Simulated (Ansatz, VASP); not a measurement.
**TaAl2N3 in VASP and in Ansatz**

```
Ta Al N
1.0
     4.58680   -2.56319    0.00000
     4.58680    2.56319    0.00000
    -0.09232    0.00000    5.36015
Ta Al N
2 4 6
Direct
  0.98814 0.01770 0.00976
  0.01770 0.98814 0.50976
  0.33088 0.33166 0.75755
  0.33166 0.33088 0.25755
  0.67136 0.67382 0.75187
  0.67382 0.67136 0.25187
  0.99805 0.39835 0.01388
  0.00826 0.60083 0.51659
  0.60083 0.00826 0.01659
  0.39835 0.99805 0.51388
  0.38076 0.62970 0.95448
  0.62970 0.38076 0.45448
```

Change from the starting cell: the structure that the rattled cell fell into.

Alike in both runs: task single point; functional PBE; k mesh 4 × 4 × 4; occupations gaussian, width 0.1 eV; no spin polarisation.

```csv
,VASP,Ansatz
version,VASP 6.6.1,Ansatz 0.2.0
potentials or method,"VASP PAW PBE potentials, release 64 (Ta_pv, Al, N), cutoff 520 eV","scalar-relativistic, plane waves, PAW"
valence electrons in the cell,64,68
```

```csv
,VASP,Ansatz,Ansatz less VASP
gap on the k mesh at the Fermi level (eV),none,none,-
pressure (GPa),0.3,0.2,-0.13
"traceless stress, the component that is largest in VASP (GPa)",1.29,1.12,-0.162
rms of the force components (eV/Å),0.219,0.219,0.0000
```

Atom by atom the forces differ by 0.020 eV/Å (rms over components). A gap of «none» marks a metal or a gap that the smearing closes. VASP's potentials hold 64 valence electrons a cell and Ansatz's 68, so a difference there can come from the potentials and not from the codes.

Neither program's run includes spin-orbit coupling.
